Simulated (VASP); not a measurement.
# TaN (P-62m) in VASP: single point with PBE

Aim: the single point of TaN with PBE.

Everything below comes from runs of VASP 6.6.1. Logs are shortened: lines on timing, memory, paths and dates and some standing lists are left out, and cuts for length are marked.

## 1. The cell of the first run

Symmetry: P-62m, No. 189, hexagonal system. The conventional cell has a = 5.196 Å, b = 5.196 Å, c = 2.911 Å, α = 90.00°, β = 90.00°, γ = 120.00°. Ta (site symmetry -6) has 6 N at 2.16 Å and 5 Ta at 2.91 to 3.00 Å within 3.0 Å. Within 2.7 Å of Ta (site symmetry -62m) lie 3 N at 2.04 Å. N (site symmetry m2m) has 5 Ta at 2.04 to 2.16 Å and 6 N at 2.77 to 2.91 Å within 3.0 Å.

## 2. Single point, PBE, collinear spin

Contents of INCAR:

```
PREC     = Accurate       # precision mode
ENCUT    = 520            # plane-wave cutoff, eV
EDIFF    = 1E-7           # SCF threshold, eV
ISMEAR   = -1             # smearing method
SIGMA    = 0.02           # smearing width, eV
LREAL    = F              # projectors in reciprocal space
LASPH    = T              # aspherical terms in the spheres
NELM     = 150            # most SCF steps
ALGO     = Normal         # electronic algorithm
ISIF     = 2              # what is computed and relaxed
LWAVE    = F              # write WAVECAR
LCHARG   = F              # write CHGCAR
ISPIN    = 2              # spin polarisation
MAGMOM   = 2 2 2 0 0 0    # initial moments
LORBIT   = 11             # projections on sites
LMAXMIX  = 4              # l up to which the mixer works
GGA      = PE             # functional
NBANDS   = 37             # bands
```

Contents of KPOINTS:

```
regular mesh
0
Gamma
  6 6 9
```

Contents of POSCAR:

```
TaN
1.0
    5.1960008669      0.0000000000      0.0000000000
   -2.5980004334      4.4998687488      0.0000000000
    0.0000000000      0.0000000000      2.9110000000
Ta N
3 3
Direct
    0.3333333333      0.6666666667      0.5000000000
    0.6666666667      0.3333333333      0.5000000000
    0.0000000000      0.0000000000      0.0000000000
    0.3932215894      0.0000000000      0.0000000000
    0.6067784106      0.6067784106      0.0000000000
    0.0000000000      0.3932215894      0.0000000000
```

Potentials or basis: VASP PAW PBE potentials, release 64 (Ta_pv, N).

Started as:

```bash
cat potpaw_PBE.64/Ta_pv/POTCAR potpaw_PBE.64/N/POTCAR > POTCAR
mpirun -np 1 vasp_std > vasp.out
```

OUTCAR:

```text
PREC = Accurate
   ENCUT = 520
   EDIFF = 1E-7
   ISMEAR = -1
   LREAL = F
   LASPH = T
   NELM = 150
   ISIF = 2
   ISPIN = 2
   LORBIT = 11
   GGA = PE

 ion  position               nearest neighbor table
   1  0.333  0.667  0.500-   4 2.16   4 2.16   6 2.16   6 2.16   5 2.16   5 2.16   2 3.00   2 3.00
                             2 3.00   3 3.33   3 3.33   3 3.33   3 3.33   3 3.33   3 3.33
   2  0.667  0.333  0.500-   6 2.16   6 2.16   4 2.16   4 2.16   5 2.16   5 2.16   1 3.00   1 3.00
                             1 3.00   3 3.33   3 3.33   3 3.33   3 3.33   3 3.33   3 3.33
   3  0.000  0.000  0.000-   6 2.04   4 2.04   5 2.04   2 3.33   1 3.33   1 3.33   2 3.33   1 3.33
                             1 3.33   2 3.33   2 3.33   2 3.33   2 3.33   1 3.33   1 3.33
   4  0.393  0.000  0.000-   3 2.04   1 2.16   1 2.16   2 2.16   2 2.16
   5  0.607  0.607  0.000-   3 2.04   2 2.16   2 2.16   1 2.16   1 2.16
   6  0.000  0.393  0.000-   3 2.04   2 2.16   2 2.16   1 2.16   1 2.16

  LATTYP: Found a hexagonal cell.
 ALAT       =     5.1960008669
 C/A-ratio  =     0.5602385516

  Lattice vectors:

 A1 = (   5.1960008669,   0.0000000000,   0.0000000000)
 A2 = (  -2.5980004334,   4.4998687488,   0.0000000000)
 A3 = (   0.0000000000,   0.0000000000,   2.9110000000)

Analysis of symmetry for initial positions (statically):
=====================================================================
 Subroutine PRICEL returns:
 Original cell was already a primitive cell.

 Routine SETGRP: Setting up the symmetry group for a
 hexagonal supercell.

 Subroutine GETGRP returns: Found 12 space group operations
 (whereof 12 operations were pure point group operations)
 out of a pool of 24 trial point group operations.

The static configuration has the point symmetry D_3h.

Analysis of symmetry for dynamics (positions and initial velocities):
=====================================================================
 Subroutine PRICEL returns:
 Original cell was already a primitive cell.

 Routine SETGRP: Setting up the symmetry group for a
 hexagonal supercell.

 Subroutine GETGRP returns: Found 12 space group operations
 (whereof 12 operations were pure point group operations)
 out of a pool of 24 trial point group operations.

The dynamic configuration has the point symmetry D_3h.

Analysis of structural, dynamic, and magnetic symmetry:
=====================================================================
 Subroutine PRICEL returns:
 Original cell was already a primitive cell.

 Routine SETGRP: Setting up the symmetry group for a
 hexagonal supercell.

 Subroutine GETGRP returns: Found 12 space group operations
 (whereof 12 operations were pure point group operations)
 out of a pool of 24 trial point group operations.

The overall configuration has the point symmetry D_3h.

 Subroutine INISYM returns: Found 12 space group operations
 (whereof 12 operations are pure point group operations),
 and found     1 'primitive' translations

----------------------------------------------------------------------------------------

                                     Primitive cell

  volume of cell :      68.0630

  direct lattice vectors                    reciprocal lattice vectors
     5.196000867  0.000000000  0.000000000     0.192455703  0.111114352  0.000000000
    -2.598000433  4.499868749  0.000000000     0.000000000  0.222228704  0.000000000
     0.000000000  0.000000000  2.911000000     0.000000000  0.000000000  0.343524562

  length of vectors
     5.196000867  5.196000867  2.911000000     0.222228704  0.222228704  0.343524562

  position of ions in fractional coordinates (direct lattice)
     0.333333333  0.666666667  0.500000000
     0.666666667  0.333333333  0.500000000
     0.000000000  0.000000000  0.000000000
     0.393221589  0.000000000  0.000000000
     0.606778411  0.606778411  0.000000000
     0.000000000  0.393221589  0.000000000

  ion indices of the primitive-cell ions
   primitive index   ion index
                 1           1
                 2           2
                 3           3
                 4           4
                 5           5
                 6           6

[... 50 lines left out ...]
  0.166667 -0.000000  0.333333     12.000000
  0.333333 -0.000000  0.333333     12.000000
 [... further k-points ...]
   k-points           NKPTS =     35   k-points in BZ     NKDIM =     35   number of bands    NBANDS=     37
   number of dos      NEDOS =    301   number of ions     NIONS =      6
   total plane-waves  NPLWV =  38400
   dimension x,y,z NGX =    40 NGY =   40 NGZ =   24
   dimension x,y,z NGXF=    80 NGYF=   80 NGZF=   48
   ions per type =               3   3
   NGX,Y,Z   is equivalent  to a cutoff of  12.80, 12.80, 13.71 a.u.
   NGXF,Y,Z  is equivalent  to a cutoff of  25.60, 25.60, 27.41 a.u.
 SYSTEM =  unknown system
   PREC   = accura    normal or accurate (medium, high low for compatibility)
   ISTART =      0    job   : 0-new  1-cont  2-samecut
   ICHARG =      2    charge: 1-file 2-atom 10-const
   ISPIN  =      2    spin polarized calculation?
   LNONCOLLINEAR =      F non collinear calculations
   LSORBIT =      F    spin-orbit coupling
   LASPH  =      T    aspherical Exc in radial PAW
   ENCUT  =  520.0 eV  38.22 Ry    6.18 a.u.   9.66  9.66  5.41*2*pi/ulx,y,z
   NELM   =    150;   NELMIN=  2; NELMDL= -5     # of ELM steps
   EDIFF  = 0.1E-06   stopping-criterion for ELM
   LREAL  =      F    real-space projection
   EDIFFG = 0.1E-05   stopping-criterion for IOM
   NSW    =      0    number of steps for IOM
   IBRION =     -1    ionic relax: 0-MD 1-quasi-New 2-CG
   NFREE  =      0    steps in history (QN), initial steepest desc. (CG)
   ISIF   =      2    stress and relaxation
   ISYM   =      2    0-nonsym 1-usesym 2-fastsym
   POTIM  = 0.5000    time-step for ionic-motion
   TEBEG  =    0.0;   TEEND  =   0.0 temperature during run
   PSTRESS=    0.0 pullay stress
   NELECT =      48.0000    total number of electrons
   NUPDOWN=      -1.0000    fix difference up-down
   EMIN   =  10.00;   EMAX   =-10.00  energy-range for DOS
   EFERMI =   0.00;   METHOD = LEGACY
   ISMEAR =    -1;   SIGMA  =   0.02  broadening in eV -4-tet -1-fermi 0-gaus
   EFERMI_NEDOS =   21; number of points for ismear=-14 and -15
   IALGO  =     38    algorithm
   IMIX   =      4    mixing-type and parameters
     AMIX     =   0.40;   BMIX     =  1.00
     AMIX_MAG =   1.60;   BMIX_MAG =  1.00
  volume/ion in A,a.u.               =      11.34        76.55
  Fermi-wavevector in a.u.,A,eV,Ry     =   1.457197  2.753702 28.890910  2.123422
  Thomas-Fermi vector in A             =   2.574026
   LORBIT       =     11    0 simple, 1 ext, 2 COOP (PROOUT), +10 PAW based schemes
   GGA     = PE    functional components
   LHFCALC =     F    Hartree Fock is set to
   AEXX    =    0.0000 exact exchange contribution
   IVDW    =     0    specifies the selected vdW correction
   LEPSILON=     F    determine dielectric tensor
   LRPA    =     F    only Hartree local field effects (RPA)
 spin polarized calculation
  energy-cutoff  :      520.00
  volume of cell :       68.06
 maximum number of plane-waves:      1847
 NGX is ok and might be reduce to    40
   NGX = 19   NGY = 19   NGZ = 11

 number of electron      48.0000002 magnetization       0.0006517

 number of electron      48.0000002 magnetization      -0.0000066

 Free energy of the ion-electron system (eV)
  ---------------------------------------------------
  ext. energy  EPLUGINS =         0.00000000
  ---------------------------------------------------
  free energy    TOTEN  =       -67.46630536 eV

  energy without entropy =      -67.46434610  energy(sigma->0) =      -67.46532573

 E-fermi :   8.3146     XC(G=0): -13.0055

 val. band max:        8.3106103822   @ k =   0.0000   0.0000   0.2222
 cond. band min:       8.3331700139   @ k =   0.1667  -0.0000   0.2222
 fundamental gap:      0.0225596316
 Fermi energy:         8.3145660230

 spin component 1

 k-point     1 :       0.0000    0.0000    0.0000
  band No.  band energies     occupation
      1     -27.9072      1.00000
      2     -27.9072      1.00000
      3     -27.5540      1.00000
      4     -27.5540      1.00000
      5     -27.3806      1.00000
      6     -27.2737      1.00000
[... 925 lines left out ...]
     35      13.9029      0.00000
     36      14.3407      0.00000

 [... further k-points ...]

 spin component 2

 k-point     1 :       0.0000    0.0000    0.0000
  band No.  band energies     occupation
      1     -27.9072      1.00000
      2     -27.9072      1.00000
      3     -27.5540      1.00000
      4     -27.5540      1.00000
      5     -27.3806      1.00000
      6     -27.2738      1.00000
[... 925 lines left out ...]
     35      13.9028      0.00000
     36      14.3407      0.00000

 [... further k-points ...]

 [bands above 36 left out]

------------------------ aborting loop because EDIFF is reached ----------------------------------------

  FORCE on cell =-STRESS in cart. coord.  units (eV):
  Direction    XX          YY          ZZ          XY          YZ          ZX
  --------------------------------------------------------------------------------------
  -------------------------------------------------------------------------------------
  Total        2.4591911      2.4591911      2.2421401      0.0000000      0.0000000      0.0000000
  in kB       57.8884056     57.8884056     52.7791094      0.0000000      0.0000000      0.0000000
  external PRESSURE =      56.1853069 kB  Pullay stress =       0.0000000 kB

 VOLUME and BASIS-vectors are now :
 -----------------------------------------------------------------------------
  energy-cutoff  :      520.00
  volume of cell :       68.06
      direct lattice vectors                 reciprocal lattice vectors
     5.196000867  0.000000000  0.000000000     0.192455703  0.111114352  0.000000000
    -2.598000433  4.499868749  0.000000000     0.000000000  0.222228704  0.000000000
     0.000000000  0.000000000  2.911000000     0.000000000  0.000000000  0.343524562

 POSITION                                       TOTAL-FORCE (eV/Angst)
 -----------------------------------------------------------------------------------
     -0.00000      2.99991      1.45550         0.000000      0.000000      0.000000
      2.59800      1.49996      1.45550         0.000000      0.000000      0.000000
      0.00000      0.00000      0.00000         0.000000      0.000000      0.000000
      2.04318      0.00000      0.00000         0.014670      0.000000     -0.000000
      1.57641      2.73042      0.00000        -0.007335     -0.012705      0.000000
     -1.02159      1.76945      0.00000        -0.007335      0.012705     -0.000000
 -----------------------------------------------------------------------------------
    total drift:                               -0.000002     -0.000003      0.000000

  FREE ENERGIE OF THE ION-ELECTRON SYSTEM (eV)
  ---------------------------------------------------
  free  energy   TOTEN  =       -67.4663053635 eV

  energy  without entropy=      -67.4643460985  energy(sigma->0) =      -67.46532573

 total charge

# of ion       s       p       d       tot
------------------------------------------
    1        0.295   6.265   2.384   8.944
    2        0.295   6.265   2.384   8.944
    3        0.334   6.223   2.414   8.971
    4        1.240   2.566   0.000   3.806
    5        1.240   2.566   0.000   3.806
    6        1.240   2.566   0.000   3.806
--------------------------------------------------
tot          4.643  26.452   7.182  38.277

 magnetization (x)

# of ion       s       p       d       tot
------------------------------------------
    1        0.000   0.000  -0.000  -0.000
    2        0.000   0.000  -0.000  -0.000
    3       -0.000  -0.000  -0.000  -0.000
    4        0.000  -0.000   0.000  -0.000
    5        0.000  -0.000   0.000  -0.000
    6        0.000  -0.000   0.000  -0.000
--------------------------------------------------
tot         -0.000  -0.000  -0.000  -0.000
```

Wall time 5.1 min (1 thread of AMD EPYC 7R13, shared host); peak memory 0.27 GiB.

What came out:

```
Free energy                                           : -67.4663 eV
Pressure                                              : 5.6 GPa
Largest force                                         : 0.015 eV/Å
Band gap on the k mesh                                : zero (filled and empty bands overlap)
Net moment                                            : 0.00 μB per cell
Valence electrons inside the program's atomic spheres : Ta 8.94, 8.97 (each value once); N 3.81
```

Forces on the atoms (eV/Å):
```
Ta   0.000  0.000  0.000
Ta   0.000  0.000  0.000
Ta   0.000  0.000  0.000
N    0.015  0.000  0.000
N   -0.007 -0.013  0.000
N   -0.007  0.013  0.000
```

Levels at points of the mesh, in eV from the Fermi level:
Spin up:
| k point | band 22 | band 23 | band 24 | band 25 | band 26 | band 27 |
| --- | --- | --- | --- | --- | --- | --- |
| (0.00, 0.00, 0.00) | -3.31 | -1.89 | -0.89 | -0.89 | 0.62 | 0.62 |
| (0.50, 0.00, 0.00) | -3.85 | -2.81 | -2.59 | 1.23 | 1.84 | 1.94 |
Spin down:
| k point | band 21 | band 22 | band 23 | band 24 | band 25 | band 26 | band 27 | band 28 |
| --- | --- | --- | --- | --- | --- | --- | --- | --- |
| (0.00, 0.00, 0.00) | -4.24 | -3.31 | -1.89 | -0.89 | -0.89 | 0.62 | 0.62 | 1.87 |
| (0.50, 0.00, 0.00) | -3.87 | -3.85 | -2.81 | -2.59 | 1.23 | 1.84 | 1.94 | 2.44 |

Caveat: the cell stands under pressure; spin-orbit coupling is left out, which moves the levels of the heavy elements.
